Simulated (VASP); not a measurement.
# Ru (P6_3/mmc) in VASP: a series of runs

Ru is run at these levels: LDA; tasks: relaxation of volume and atoms at fixed shape, single point.

Everything below comes from runs of VASP 6.6.1. Logs are shortened: lines on timing, memory, paths and dates and some standing lists are left out, and cuts for length are marked.

## 1. The cell of the first run

Symmetry: P6_3/mmc, No. 194, hexagonal system. Conventional cell: a = 2.706 Å, b = 2.706 Å, c = 4.282 Å, α = 90.00°, β = 90.00°, γ = 120.00°. Ru (site symmetry -6m2) has 12 Ru at 2.65 to 2.71 Å within 3.5 Å.

## 2. Relaxation of volume and atoms at fixed shape, LDA

INCAR

```
SYSTEM = Ru
PREC     = Accurate       ! precision mode
ENCUT    = 600            ! plane-wave cutoff, eV
EDIFF    = 1E-6           ! SCF threshold, eV
ISMEAR   = -1             ! smearing method
SIGMA    = 0.05           ! smearing width, eV
LREAL    = .False.        ! projectors in reciprocal space
LASPH    = .True.         ! aspherical terms in the spheres
NELM     = 80             ! most SCF steps
ALGO     = Normal         ! electronic algorithm
ISIF     = 8              ! what is computed and relaxed
LWAVE    = .False.        ! write WAVECAR
LCHARG   = .False.        ! write CHGCAR
IBRION   = 2              ! ionic algorithm
NSW      = 60             ! ionic steps
EDIFFG   = -0.02          ! ionic threshold
```

KPOINTS

```
regular mesh
0
Gamma
  9 9 5
  0 0 0
```

POSCAR

```
Ru
1.0
    2.7058000000      0.0000000000      0.0000000000
   -1.3529000000      2.3432915400      0.0000000000
    0.0000000000      0.0000000000      4.2819000000
Ru
2
Direct
    0.3333333333      0.6666666667      0.2500000000
    0.6666666667      0.3333333333      0.7500000000
```

Potentials or basis: VASP PAW LDA potentials, release 64 (Ru_pv).

The run is started by

```bash
$ cat potpaw_LDA.64/Ru_pv/POTCAR > POTCAR
$ mpirun -np 1 vasp_std > vasp.out
```

OUTCAR:

```text
SYSTEM = Ru
   PREC = Accurate
   ENCUT = 600
   EDIFF = 1E-6
   ISMEAR = -1
   LREAL = .False.
   LASPH = .True.
   NELM = 80
   ISIF = 8
   IBRION = 2
   NSW = 60
   EDIFFG = -0.02

 ion  position               nearest neighbor table
   1  0.333  0.667  0.250-   2 2.65   2 2.65   2 2.65   2 2.65   2 2.65   2 2.65
   2  0.667  0.333  0.750-   1 2.65   1 2.65   1 2.65   1 2.65   1 2.65   1 2.65

  LATTYP: Found a hexagonal cell.
 ALAT       =     2.7058000000
 C/A-ratio  =     1.5824894671

  Lattice vectors:

 A1 = (   2.7058000000,   0.0000000000,   0.0000000000)
 A2 = (  -1.3529000000,   2.3432915400,   0.0000000000)
 A3 = (   0.0000000000,   0.0000000000,   4.2819000000)

Analysis of symmetry for initial positions (statically):
=====================================================================
 Subroutine PRICEL returns:
 Original cell was already a primitive cell.

 Routine SETGRP: Setting up the symmetry group for a
 hexagonal supercell.

 Subroutine GETGRP returns: Found 24 space group operations
 (whereof 12 operations were pure point group operations)
 out of a pool of 24 trial point group operations.

The static configuration has the point symmetry D_3d.
 The point group associated with its full space group is D_6h.

Analysis of symmetry for dynamics (positions and initial velocities):
=====================================================================
 Subroutine PRICEL returns:
 Original cell was already a primitive cell.

 Routine SETGRP: Setting up the symmetry group for a
 hexagonal supercell.

 Subroutine GETGRP returns: Found 24 space group operations
 (whereof 12 operations were pure point group operations)
 out of a pool of 24 trial point group operations.

The dynamic configuration has the point symmetry D_3d.
 The point group associated with its full space group is D_6h.

 Subroutine INISYM returns: Found 24 space group operations
 (whereof 12 operations are pure point group operations),
 and found     1 'primitive' translations

----------------------------------------------------------------------------------------

                                     Primitive cell

  volume of cell :      27.1493

  direct lattice vectors                    reciprocal lattice vectors
     2.705800000  0.000000000  0.000000000     0.369576465  0.213375072  0.000000000
    -1.352900000  2.343291540  0.000000000     0.000000000  0.426750143  0.000000000
     0.000000000  0.000000000  4.281900000     0.000000000  0.000000000  0.233541185

  length of vectors
     2.705800000  2.705800002  4.281900000     0.426750143  0.426750143  0.233541185

  position of ions in fractional coordinates (direct lattice)
     0.333333333  0.666666667  0.250000000
     0.666666667  0.333333333  0.750000000

  ion indices of the primitive-cell ions
   primitive index   ion index
                 1           1
                 2           2

----------------------------------------------------------------------------------------

 KPOINTS: regular mesh

Automatic generation of k-mesh.
 Grid dimensions read from file:
 generate k-points for:    9    9    5

 Generating k-lattice:

  Cartesian coordinates                     Fractional coordinates (reciprocal lattice)
     0.041064052  0.023708341  0.000000000     0.111111111  0.000000000  0.000000000
     0.000000000  0.047416683  0.000000000     0.000000000  0.111111111  0.000000000
     0.000000000  0.000000000  0.046708237     0.000000000  0.000000000  0.200000000

  Length of vectors
     0.047416683  0.047416683  0.046708237

  Shift w.r.t. Gamma in fractional coordinates (k-lattice)
     0.000000000  0.000000000  0.000000000

 Subroutine IBZKPT returns following result:
 ===========================================

 Found     36 irreducible k-points:

 Following reciprocal coordinates:
            Coordinates               Weight
  0.000000  0.000000  0.000000      1.000000
  0.111111 -0.000000  0.000000      6.000000
  0.222222  0.000000  0.000000      6.000000
  0.333333  0.000000  0.000000      6.000000
  0.444444  0.000000  0.000000      6.000000
  0.111111  0.111111  0.000000      6.000000
[... 16 lines left out ...]
  0.333333  0.222222  0.200000     24.000000
  0.333333  0.333333  0.200000      4.000000
 [... further k-points ...]
   k-points           NKPTS =     36   k-points in BZ     NKDIM =     36   number of bands    NBANDS=     18
   number of dos      NEDOS =    301   number of ions     NIONS =      2
   total plane-waves  NPLWV =  20736
   dimension x,y,z NGX =    24 NGY =   24 NGZ =   36
   dimension x,y,z NGXF=    48 NGYF=   48 NGZF=   72
   ions per type =               2
   NGX,Y,Z   is equivalent  to a cutoff of  14.75, 14.75, 13.98 a.u.
   NGXF,Y,Z  is equivalent  to a cutoff of  29.49, 29.49, 27.95 a.u.
 SYSTEM =  Ru
   PREC   = accura    normal or accurate (medium, high low for compatibility)
   ISTART =      0    job   : 0-new  1-cont  2-samecut
   ICHARG =      2    charge: 1-file 2-atom 10-const
   ISPIN  =      1    spin polarized calculation?
   LNONCOLLINEAR =      F non collinear calculations
   LSORBIT =      F    spin-orbit coupling
   LASPH  =      T    aspherical Exc in radial PAW
   ENCUT  =  600.0 eV  44.10 Ry    6.64 a.u.   5.40  5.40  8.55*2*pi/ulx,y,z
   NELM   =     80;   NELMIN=  2; NELMDL= -5     # of ELM steps
   EDIFF  = 0.1E-05   stopping-criterion for ELM
   LREAL  =      F    real-space projection
   EDIFFG = -.2E-01   stopping-criterion for IOM
   NSW    =     60    number of steps for IOM
   IBRION =      2    ionic relax: 0-MD 1-quasi-New 2-CG
   NFREE  =      1    steps in history (QN), initial steepest desc. (CG)
   ISIF   =      8    stress and relaxation
   ISYM   =      2    0-nonsym 1-usesym 2-fastsym
   POTIM  = 0.5000    time-step for ionic-motion
   TEBEG  =    0.0;   TEEND  =   0.0 temperature during run
   PSTRESS=    0.0 pullay stress
   NELECT =      28.0000    total number of electrons
   NUPDOWN=      -1.0000    fix difference up-down
   EMIN   =  10.00;   EMAX   =-10.00  energy-range for DOS
[... 5 lines left out ...]
     AMIX     =   0.40;   BMIX     =  1.00
     AMIX_MAG =   1.60;   BMIX_MAG =  1.00
  volume/ion in A,a.u.               =      13.57        91.61
  Fermi-wavevector in a.u.,A,eV,Ry     =   1.654022  3.125649 37.222674  2.735789
  Thomas-Fermi vector in A             =   2.742361
   LORBIT       =      0    0 simple, 1 ext, 2 COOP (PROOUT), +10 PAW based schemes
   GGA     = CA    functional components
   LHFCALC =     F    Hartree Fock is set to
   AEXX    =    0.0000 exact exchange contribution
   IVDW    =     0    specifies the selected vdW correction
   LEPSILON=     F    determine dielectric tensor
   LRPA    =     F    only Hartree local field effects (RPA)
 conjugate gradient relaxation of ions
 non-spin polarized calculation
  energy-cutoff  :      600.00
  volume of cell :       27.15
 maximum number of plane-waves:       929
 NGX is ok and might be reduce to    24
   NGX = 11   NGY = 11   NGZ = 17

--------------------------------------- Ionic step        1  -------------------------------------------

 number of electron      28.0000002 magnetization

 Free energy of the ion-electron system (eV)
  ---------------------------------------------------
  ext. energy  EPLUGINS =         0.00000000
  ---------------------------------------------------
  free energy    TOTEN  =       -21.38904770 eV

  energy without entropy =      -21.37616519  energy(sigma->0) =      -21.38260645

------------------------ aborting loop because EDIFF is reached ----------------------------------------

  FORCE on cell =-STRESS in cart. coord.  units (eV):
  Direction    XX          YY          ZZ          XY          YZ          ZX
  --------------------------------------------------------------------------------------
  -------------------------------------------------------------------------------------
  Total       -1.9440914     -1.9440914     -2.0715339     -0.0000000      0.0000000     -0.0000000
  in kB     -114.7278173   -114.7278175   -122.2486544     -0.0000000      0.0000000     -0.0000000
  external PRESSURE =    -117.2347631 kB  Pullay stress =       0.0000000 kB
[... 93 lines left out ...]
  energy  without entropy=      -21.4113328035  energy(sigma->0) =      -21.41753518

--------------------------------------- Ionic step        4  -------------------------------------------

 number of electron      27.9999993 magnetization

 Free energy of the ion-electron system (eV)
  ---------------------------------------------------
  ext. energy  EPLUGINS =         0.00000000
  ---------------------------------------------------
  free energy    TOTEN  =       -21.42381937 eV

  energy without entropy =      -21.41143347  energy(sigma->0) =      -21.41762642

 E-fermi :  13.4443     XC(G=0): -14.5942

 val. band max:       13.4270204968   @ k =   0.1111   0.1111   0.4000
 cond. band min:      13.4511471756   @ k =   0.0000   0.0000   0.4000
 fundamental gap:      0.0241266787
 Fermi energy:        13.4443402548

 k-point     1 :       0.0000    0.0000    0.0000
  band No.  band energies     occupation
      1     -30.2595      2.00000
      2     -29.2156      2.00000
      3     -29.2156      2.00000
      4     -29.0237      2.00000
      5     -29.0237      2.00000
      6     -28.9589      2.00000
[... 10 lines left out ...]
     17      14.5940      0.00000
     18      14.6796      0.00000
[... 466 lines left out ...]
      2     -29.8533      2.00000
      3     -29.8533      2.00000
      4     -29.5381      2.00000
      5     -29.3431      2.00000
      6     -29.3431      2.00000
[... 10 lines left out ...]
     17      21.0914      0.00000
     18      21.0914      0.00000

 [... further k-points ...]
[... 5 lines left out ...]
  --------------------------------------------------------------------------------------
  -------------------------------------------------------------------------------------
  Total       -0.0114590     -0.0114590     -0.0166563      0.0000000      0.0000000      0.0000000
  in kB       -0.6997842     -0.6997842     -1.0171736      0.0000000      0.0000000      0.0000000
  external PRESSURE =      -0.8055807 kB  Pullay stress =       0.0000000 kB
[... 17 lines left out ...]
  FREE ENERGIE OF THE ION-ELECTRON SYSTEM (eV)
  ---------------------------------------------------
  free  energy   TOTEN  =       -21.4238193726 eV

  energy  without entropy=      -21.4114334709  energy(sigma->0) =      -21.41762642

 reached required accuracy - stopping structural energy minimisation
```

Wall time 18 s (1 thread of Intel Xeon 6975P-C (Granite Rapids), shared host); peak memory 0.15 GiB.

What came out:

```
Free energy                            : -21.4238 eV
Relaxed volume                         : 13.12 Å³/atom
Relaxed cell                           : a = 2.675 Å, b = 2.675 Å, c = 4.233 Å, α = 90.00°, β = 90.00°, γ = 120.00°
Space group after relaxing (to 0.05 Å) : P6_3/mmc (No. 194)
Energy gained by relaxing              : 17.4 meV/atom
Ionic steps                            : 4
Pressure after relaxing                : -0.1 GPa
Band gap on the k mesh                 : zero (band 14 reaches 14.89 eV, above the bottom of band 15 at 11.65 eV)
```

Step by step:
```csv
step,energy change (eV),largest force (eV/Å),pressure (GPa),volume (Å³)
1,0.0000,0.0000,-11.72,27.15
2,0.3921,0.0000,54.40,23.43
3,-0.0347,0.0000,-0.62,26.27
4,-0.0348,0.0000,-0.08,26.24
```

Final structure:
```
Ru
1.0
     2.67511    0.00000    0.00000
    -1.33755    2.31671    0.00000
     0.00000    0.00000    4.23333
Ru
2
Direct
  0.33333 0.66667 0.25000
  0.66667 0.33333 0.75000
```

## 3. Single point, LDA

This run uses another cell than the first one, of 13.08 Å³/atom, 0.964 times its volume.

INCAR

```
PREC = Accurate ; ENCUT = 600
EDIFF = 1E-6 ; ISMEAR = -1
SIGMA = 0.05 ; LREAL = False
LASPH = True ; NELM = 120
ALGO = Normal ; ISIF = 2
LWAVE = False ; LCHARG = True
LELF = True ; LVHAR = True
NBANDS = 23 ; GGA_COMPAT = False
```

KPOINTS

```
Automatic mesh
0
Gamma
  10 10 5
```

POSCAR

```
Ru
1.0
    2.6724726904      0.0000000000      0.0000000000
   -1.3362363452      2.3144292408      0.0000000000
    0.0000000000      0.0000000000      4.2291598813
Ru
2
Direct
    0.3333333333      0.6666666667      0.2500000000
    0.6666666667      0.3333333333      0.7500000000
```

Potentials or basis: VASP PAW LDA potentials, release 64 (Ru_sv).

The run is started by

```bash
$ cat potpaw_LDA.64/Ru_sv/POTCAR > POTCAR
$ mpirun -np 1 vasp_std > vasp.out
```

It used 46 s of CPU time on 1 thread of AMD EPYC 7R13 Processor (Zen 3), with other jobs on the host.

It converged, with:

```yaml
Free_energy: -21.3992 eV
Pressure: 0.9 GPa
Band_gap_on_the_k_mesh: zero (band 16 reaches 17.30 eV, above the bottom of band 17 at 14.02 eV)
```

Stress tensor (GPa, compression positive):
```
 2.47  0.00  0.00
 0.00  2.47  0.00
 0.00  0.00 -2.10
```

Levels at points of the mesh, in eV from the Fermi level:
```
           k point  band 12  band 13  band 14  band 15  band 16  band 17  band 18  band 19  band 20  band 21
(0.00, 0.00, 0.00)    -2.82    -2.64    -2.09    -2.09    -1.53    -1.53     1.21     1.21     1.28    10.63
(0.50, 0.00, 0.00)    -3.26    -2.24    -1.92    -1.67     1.49     1.93     2.01     4.24     6.33    11.26
```
